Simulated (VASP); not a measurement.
# Ge (Fm-3m) in VASP: notebook

The runs below take Ge through single point, with PBE.

Program: VASP 6.6.1. These are calculated values, not measurements. Logs are shortened: lines on timing, memory, paths and dates and some standing lists are left out, and cuts for length are marked.

**1. The cell of the first run**

Symmetry: Fm-3m, No. 225, cubic system. The conventional cell has a = 4.252 Å, b = 4.252 Å, c = 4.252 Å, α = 90.00°, β = 90.00°, γ = 90.00°. Within 4.0 Å of Ge (site symmetry m-3m) lie 12 Ge at 3.01 Å.

This isn't the form of Ge at room conditions, which is diamond.

**2. Single point, PBE**

INCAR reads:

```
SYSTEM = Ge
  PREC = Accurate
  ENCUT = 520
  EDIFF = 1E-6
  ISMEAR = -1
  SIGMA = 0.06122561905347299
  LREAL = .FALSE.
  LASPH = .TRUE.
  NELM = 100
  ALGO = Normal
  ISIF = 2
  LWAVE = .FALSE.
  LCHARG = .TRUE.
  GGA = PE
  LELF = .TRUE.
  LVHAR = .TRUE.
  NBANDS = 13
```

KPOINTS reads:

```
regular mesh
0
G
  44 44 44
  0 0 0
```

POSCAR reads:

```
Ge
1.0
    0.0000000000      2.1260116613      2.1260116613
    2.1260116613      0.0000000000      2.1260116613
    2.1260116613      2.1260116613      0.0000000000
Ge
1
Direct
    0.0000000000      0.0000000000      0.0000000000
```

Potentials or basis: VASP PAW PBE potentials, release 64 (Ge_d).

Launch:

```bash
$ cat potpaw_PBE.64/Ge_d/POTCAR > POTCAR
$ mpirun -np 1 vasp_std > vasp.out
```

OUTCAR:

```text
SYSTEM = Ge
   PREC = Accurate
   ENCUT = 520
   EDIFF = 1E-6
   ISMEAR = -1
   LREAL = .FALSE.
   LASPH = .TRUE.
   NELM = 100
   ISIF = 2
   GGA = PE

 ion  position               nearest neighbor table
   1  0.000  0.000  0.000-

  LATTYP: Found a face centered cubic cell.
 ALAT       =     4.2520233226

  Lattice vectors:

 A1 = (   0.0000000000,   2.1260116613,   2.1260116613)
 A2 = (   2.1260116613,   0.0000000000,   2.1260116613)
 A3 = (   2.1260116613,   2.1260116613,   0.0000000000)

Analysis of symmetry for initial positions (statically):
=====================================================================
 Subroutine PRICEL returns:
 Original cell was already a primitive cell.

 Routine SETGRP: Setting up the symmetry group for a
 face centered cubic supercell.

 Subroutine GETGRP returns: Found 48 space group operations
 (whereof 48 operations were pure point group operations)
 out of a pool of 48 trial point group operations.

The static configuration has the point symmetry O_h .

Analysis of symmetry for dynamics (positions and initial velocities):
=====================================================================
 Subroutine PRICEL returns:
 Original cell was already a primitive cell.

 Routine SETGRP: Setting up the symmetry group for a
 face centered cubic supercell.

 Subroutine GETGRP returns: Found 48 space group operations
 (whereof 48 operations were pure point group operations)
 out of a pool of 48 trial point group operations.

The dynamic configuration has the point symmetry O_h .

 Subroutine INISYM returns: Found 48 space group operations
 (whereof 48 operations are pure point group operations),
 and found     1 'primitive' translations

----------------------------------------------------------------------------------------

                                     Primitive cell

  volume of cell :      19.2188

  direct lattice vectors                    reciprocal lattice vectors
     0.000000000  2.126011661  2.126011661    -0.235182153  0.235182153  0.235182153
     2.126011661  0.000000000  2.126011661     0.235182153 -0.235182153  0.235182153
     2.126011661  2.126011661  0.000000000     0.235182153  0.235182153 -0.235182153

  length of vectors
     3.006634525  3.006634525  3.006634525     0.407347438  0.407347438  0.407347438

  position of ions in fractional coordinates (direct lattice)
     0.000000000  0.000000000  0.000000000

  ion indices of the primitive-cell ions
   primitive index   ion index
                 1           1

----------------------------------------------------------------------------------------

 KPOINTS: regular mesh

Automatic generation of k-mesh.
 Grid dimensions read from file:
 generate k-points for:   44   44   44

 Generating k-lattice:

  Cartesian coordinates                     Fractional coordinates (reciprocal lattice)
    -0.005345049  0.005345049  0.005345049     0.022727273  0.000000000  0.000000000
     0.005345049 -0.005345049  0.005345049     0.000000000  0.022727273  0.000000000
     0.005345049  0.005345049 -0.005345049     0.000000000  0.000000000  0.022727273

  Length of vectors
     0.009257896  0.009257896  0.009257896

  Shift w.r.t. Gamma in fractional coordinates (k-lattice)
     0.000000000  0.000000000  0.000000000

 Subroutine IBZKPT returns following result:
 ===========================================

 Found   2168 irreducible k-points:

 Following reciprocal coordinates:
            Coordinates               Weight
  0.000000  0.000000  0.000000      1.000000
  0.022727  0.000000  0.000000      8.000000
  0.045455  0.000000  0.000000      8.000000
  0.068182  0.000000  0.000000      8.000000
  0.090909  0.000000  0.000000      8.000000
  0.113636  0.000000  0.000000      8.000000
[... 16 lines left out ...]
  0.500000  0.000000  0.000000      4.000000
  0.022727  0.022727  0.000000      6.000000
 [... further k-points ...]
   k-points           NKPTS =   2168   k-points in BZ     NKDIM =   2168   number of bands    NBANDS=     13
   number of dos      NEDOS =    301   number of ions     NIONS =      1
   total plane-waves  NPLWV =  13824
   dimension x,y,z NGX =    24 NGY =   24 NGZ =   24
   dimension x,y,z NGXF=    48 NGYF=   48 NGZF=   48
   ions per type =               1
   NGX,Y,Z   is equivalent  to a cutoff of  13.27, 13.27, 13.27 a.u.
   NGXF,Y,Z  is equivalent  to a cutoff of  26.54, 26.54, 26.54 a.u.
 SYSTEM =  Ge
   PREC   = accura    normal or accurate (medium, high low for compatibility)
   ISTART =      0    job   : 0-new  1-cont  2-samecut
   ICHARG =      2    charge: 1-file 2-atom 10-const
   ISPIN  =      1    spin polarized calculation?
   LNONCOLLINEAR =      F non collinear calculations
   LSORBIT =      F    spin-orbit coupling
   LASPH  =      T    aspherical Exc in radial PAW
   ENCUT  =  520.0 eV  38.22 Ry    6.18 a.u.   5.59  5.59  5.59*2*pi/ulx,y,z
   NELM   =    100;   NELMIN=  2; NELMDL= -5     # of ELM steps
   EDIFF  = 0.1E-05   stopping-criterion for ELM
   LREAL  =      F    real-space projection
   EDIFFG = 0.1E-04   stopping-criterion for IOM
   NSW    =      0    number of steps for IOM
   IBRION =     -1    ionic relax: 0-MD 1-quasi-New 2-CG
   NFREE  =      0    steps in history (QN), initial steepest desc. (CG)
   ISIF   =      2    stress and relaxation
   ISYM   =      2    0-nonsym 1-usesym 2-fastsym
   POTIM  = 0.5000    time-step for ionic-motion
   TEBEG  =    0.0;   TEEND  =   0.0 temperature during run
   PSTRESS=    0.0 pullay stress
   NELECT =      14.0000    total number of electrons
   NUPDOWN=      -1.0000    fix difference up-down
   EMIN   =  10.00;   EMAX   =-10.00  energy-range for DOS
   EFERMI =   0.00;   METHOD = LEGACY
   ISMEAR =    -1;   SIGMA  =   0.06  broadening in eV -4-tet -1-fermi 0-gaus
   EFERMI_NEDOS =   21; number of points for ismear=-14 and -15
   IALGO  =     38    algorithm
   IMIX   =      4    mixing-type and parameters
     AMIX     =   0.40;   BMIX     =  1.00
     AMIX_MAG =   1.60;   BMIX_MAG =  1.00
  volume/ion in A,a.u.               =      19.22       129.70
  Fermi-wavevector in a.u.,A,eV,Ry     =   1.473020  2.783603 29.521742  2.169787
  Thomas-Fermi vector in A             =   2.587964
   LORBIT       =      0    0 simple, 1 ext, 2 COOP (PROOUT), +10 PAW based schemes
   GGA     = PE    functional components
   LHFCALC =     F    Hartree Fock is set to
   AEXX    =    0.0000 exact exchange contribution
   IVDW    =     0    specifies the selected vdW correction
   LEPSILON=     F    determine dielectric tensor
   LRPA    =     F    only Hartree local field effects (RPA)
 non-spin polarized calculation
  energy-cutoff  :      520.00
  volume of cell :       19.22
 maximum number of plane-waves:       534
   NGX = 11   NGY = 11   NGZ = 11

 number of electron      14.0000009 magnetization

 Free energy of the ion-electron system (eV)
  ---------------------------------------------------
  ext. energy  EPLUGINS =         0.00000000
  ---------------------------------------------------
  free energy    TOTEN  =        -4.18909546 eV

  energy without entropy =       -4.18353648  energy(sigma->0) =       -4.18631597

 E-fermi :   6.6795     XC(G=0): -11.2048

 val. band max:        6.6773394059   @ k =  -0.2955   0.4545   0.2273
 cond. band min:       6.6799935038   @ k =  -0.2955   0.4545   0.2045
 fundamental gap:      0.0026540980
 Fermi energy:         6.6794823398

 k-point     1 :       0.0000    0.0000    0.0000
  band No.  band energies     occupation
      1     -18.1193      2.00000
      2     -18.1193      2.00000
      3     -18.1193      2.00000
      4     -18.0728      2.00000
      5     -18.0728      2.00000
      6      -6.4184      2.00000
      7      15.4200      0.00000
      8      15.4200      0.00000
      9      15.4200      0.00000
     10      20.5573      0.00000
     11      20.5573      0.00000
     12      20.5573      0.00000
     13      21.6121      0.00000

 k-point     2 :       0.0227    0.0000    0.0000
  band No.  band energies     occupation
      1     -18.1193      2.00000
      2     -18.1190      2.00000
      3     -18.1190      2.00000
      4     -18.0728      2.00000
      5     -18.0728      2.00000
      6      -6.4058      2.00000
      7      15.2763      0.00000
      8      15.3991      0.00000
      9      15.3991      0.00000
     10      20.3687      0.00000
     11      20.5941      0.00000
     12      20.5941      0.00000
     13      21.9242      0.00000

 k-point     3 :       0.0455    0.0000    0.0000
  band No.  band energies     occupation
      1     -18.1193      2.00000
      2     -18.1182      2.00000
      3     -18.1182      2.00000
      4     -18.0728      2.00000
      5     -18.0728      2.00000
      6      -6.3676      2.00000
      7      14.8748      0.00000
      8      15.3386      0.00000
      9      15.3387      0.00000
     10      20.0671      0.00000
     11      20.7012      0.00000
     12      20.7012      0.00000
     13      22.5528      0.00000

 k-point     4 :       0.0682    0.0000    0.0000
  band No.  band energies     occupation
      1     -18.1192      2.00000
      2     -18.1170      2.00000
      3     -18.1170      2.00000
      4     -18.0729      2.00000
      5     -18.0729      2.00000
      6      -6.3041      2.00000
      7      14.2828      0.00000
      8      15.2442      0.00000
      9      15.2442      0.00000
     10      19.8021      0.00000
     11      20.8696      0.00000
     12      20.8696      0.00000
     13      23.2058      0.00000

 k-point     5 :       0.0909    0.0000    0.0000
  band No.  band energies     occupation
      1     -18.1191      2.00000
      2     -18.1153      2.00000
      3     -18.1153      2.00000
      4     -18.0729      2.00000
      5     -18.0729      2.00000
      6      -6.2152      2.00000
      7      13.5685      0.00000
      8      15.1236      0.00000
      9      15.1236      0.00000
     10      19.5792      0.00000
     11      21.0839      0.00000
     12      21.0839      0.00000
     13      23.6709      0.00000

 k-point     6 :       0.1136    0.0000    0.0000
  band No.  band energies     occupation
      1     -18.1191      2.00000
      2     -18.1135      2.00000
      3     -18.1135      2.00000
      4     -18.0726      2.00000
      5     -18.0726      2.00000
      6      -6.1009      2.00000
      7      12.7828      0.00000
      8      14.9848      0.00000
      9      14.9848      0.00000
     10      19.3874      0.00000
     11      21.3220      0.00000
     12      21.3220      0.00000
     13      23.9906      0.00000

 k-point     7 :       0.1364    0.0000    0.0000
  band No.  band energies     occupation
      1     -18.1190      2.00000
      2     -18.1116      2.00000
      3     -18.1116      2.00000
      4     -18.0721      2.00000
      5     -18.0721      2.00000
      6      -5.9613      2.00000
      7      11.9589      0.00000
      8      14.8352      0.00000
      9      14.8353      0.00000
     10      19.2188      0.00000
     11      21.5491      0.00000
     12      21.5491      0.00000
     13      24.2053      0.00000
[... 193 lines left out ...]
 k-point    20 :       0.4318    0.0000    0.0000
  band No.  band energies     occupation
      1     -18.1212      2.00000
      2     -18.1144      2.00000
      3     -18.1144      2.00000
      4     -18.0308      2.00000
      5     -18.0308      2.00000
      6      -2.0217      2.00000
      7       2.1747      2.00000
      8      13.4381      0.00000
      9      13.4381      0.00000
     10      18.5557      0.00000
     11      19.4063      0.00000
     12      19.4063      0.00000
     13      20.6777      0.00000

 k-point    21 :       0.4545    0.0000    0.0000
  band No.  band energies     occupation
      1     -18.1213      2.00000
      2     -18.1150      2.00000
      3     -18.1150      2.00000
      4     -18.0290      2.00000
      5     -18.0290      2.00000
      6      -1.6515      2.00000
      7       1.6793      2.00000
      8      13.4093      0.00000
      9      13.4093      0.00000
     10      18.5799      0.00000
     11      19.3184      0.00000
     12      19.3184      0.00000
     13      20.5441      0.00000

 k-point    22 :       0.4773    0.0000    0.0000
  band No.  band energies     occupation
      1     -18.1214      2.00000
      2     -18.1153      2.00000
      3     -18.1153      2.00000
      4     -18.0279      2.00000
      5     -18.0279      2.00000
      6      -1.3634      2.00000
      7       1.3162      2.00000
      8      13.3920      0.00000
      9      13.3920      0.00000
     10      18.5976      0.00000
     11      19.2654      0.00000
     12      19.2654      0.00000
     13      20.4606      0.00000

 k-point    23 :       0.5000    0.0000    0.0000
  band No.  band energies     occupation
      1     -18.1214      2.00000
      2     -18.1154      2.00000
      3     -18.1154      2.00000
      4     -18.0275      2.00000
      5     -18.0275      2.00000
      6      -1.2481      2.00000
      7       1.1758      2.00000
      8      13.3863      0.00000
      9      13.3863      0.00000
     10      18.6041      0.00000
     11      19.2477      0.00000
     12      19.2477      0.00000
     13      20.4322      0.00000

 k-point    24 :       0.0227    0.0227    0.0000
  band No.  band energies     occupation
      1     -18.1196      2.00000
      2     -18.1188      2.00000
      3     -18.1188      2.00000
      4     -18.0730      2.00000
      5     -18.0726      2.00000
      6      -6.4015      2.00000
      7      15.3305      0.00000
      8      15.3305      0.00000
      9      15.3525      0.00000
     10      20.2130      0.00000
     11      20.6725      0.00000
     12      20.6725      0.00000
     13      21.9900      0.00000

 [... further k-points ...]
[... 5 lines left out ...]
  --------------------------------------------------------------------------------------
  -------------------------------------------------------------------------------------
  Total        0.1268856      0.1268856      0.1268856     -0.0000000      0.0000000      0.0000000
  in kB       10.5778138     10.5778138     10.5778138     -0.0000000      0.0000000      0.0000000
  external PRESSURE =      10.5778138 kB  Pullay stress =       0.0000000 kB

 VOLUME and BASIS-vectors are now :
 -----------------------------------------------------------------------------
  energy-cutoff  :      520.00
  volume of cell :       19.22
      direct lattice vectors                 reciprocal lattice vectors
     0.000000000  2.126011661  2.126011661    -0.235182153  0.235182153  0.235182153
     2.126011661  0.000000000  2.126011661     0.235182153 -0.235182153  0.235182153
     2.126011661  2.126011661  0.000000000     0.235182153  0.235182153 -0.235182153

 POSITION                                       TOTAL-FORCE (eV/Angst)
 -----------------------------------------------------------------------------------
      0.00000      0.00000      0.00000        -0.000000      0.000000      0.000000
 -----------------------------------------------------------------------------------
    total drift:                                0.000000      0.000000     -0.000000

  FREE ENERGIE OF THE ION-ELECTRON SYSTEM (eV)
  ---------------------------------------------------
  free  energy   TOTEN  =        -4.1890954635 eV

  energy  without entropy=       -4.1835364802  energy(sigma->0) =       -4.18631597
```

It took 7.2 min on 1 thread of Intel Xeon 8259CL, shared host; peak memory 0.58 GiB.

What came out:

* Free energy: -4.1891 eV
* Pressure: 1.1 GPa
* Band gap on the k mesh: zero (bands 7 and 8 overlap by 11.17 eV)

Levels at points of the mesh, in eV from the Fermi level:
| k point | band 4 | band 5 | band 6 | band 7 | band 8 | band 9 | band 10 | band 11 |
| --- | --- | --- | --- | --- | --- | --- | --- | --- |
| (0.00, 0.00, 0.00) | -24.75 | -24.75 | -13.10 | 8.74 | 8.74 | 8.74 | 13.88 | 13.88 |
| (0.50, 0.00, 0.00) | -24.71 | -24.71 | -7.93 | -5.50 | 6.71 | 6.71 | 11.92 | 12.57 |
| (0.50, 0.50, 0.00) | -24.70 | -24.70 | -5.66 | -4.26 | 2.54 | 2.54 | 6.30 | 6.62 |

**3. Single point, PBE**

This run uses another cell than the first one, of 19.61 Å³/atom.

INCAR reads:

```
SYSTEM = Ge
PREC     = Accurate       ! precision mode
ENCUT    = 520            ! plane-wave cutoff, eV
EDIFF    = 1E-7           ! SCF threshold, eV
ISMEAR   = -1             ! smearing method
SIGMA    = 0.06122561905347299 ! smearing width, eV
LREAL    = .False.        ! projectors in reciprocal space
LASPH    = .True.         ! aspherical terms in the spheres
NELM     = 60             ! most SCF steps
ALGO     = Normal         ! electronic algorithm
ISIF     = 2              ! what is computed and relaxed
LWAVE    = .False.        ! write WAVECAR
LCHARG   = .False.        ! write CHGCAR
GGA      = PE             ! functional
NBANDS   = 13             ! bands
```

KPOINTS reads:

```
Automatic mesh
0
Gamma
  44 44 44
  0 0 0
```

POSCAR reads:

```
Ge
1.0
    0.0000000000      2.1403770407      2.1403770407
    2.1403770407      0.0000000000      2.1403770407
    2.1403770407      2.1403770407      0.0000000000
Ge
1
Direct
    0.0000000000      0.0000000000      0.0000000000
```

Potentials or basis: VASP PAW PBE potentials, release 64 (Ge_d).

Launch:

```bash
$ cat potpaw_PBE.64/Ge_d/POTCAR > POTCAR
$ mpirun -np 1 vasp_std > vasp.out
```

Run time: 6.5 min. Hardware: 1 thread of Intel Xeon 8259CL, shared host; peak memory 0.58 GiB.

The run converged. Its results:

* Free energy: -4.1904 eV
* Pressure: -0.1 GPa
* Band gap on the k mesh: zero (bands 7 and 8 overlap by 10.93 eV)

Levels at points of the mesh, in eV from the Fermi level:
| k point | band 4 | band 5 | band 6 | band 7 | band 8 | band 9 | band 10 | band 11 |
| --- | --- | --- | --- | --- | --- | --- | --- | --- |
| (0.00, 0.00, 0.00) | -24.75 | -24.75 | -12.93 | 8.55 | 8.55 | 8.55 | 13.75 | 13.75 |
| (0.50, 0.00, 0.00) | -24.70 | -24.70 | -7.89 | -5.38 | 6.57 | 6.57 | 11.72 | 12.47 |
| (0.50, 0.50, 0.00) | -24.69 | -24.69 | -5.68 | -4.16 | 2.51 | 2.51 | 6.24 | 6.60 |
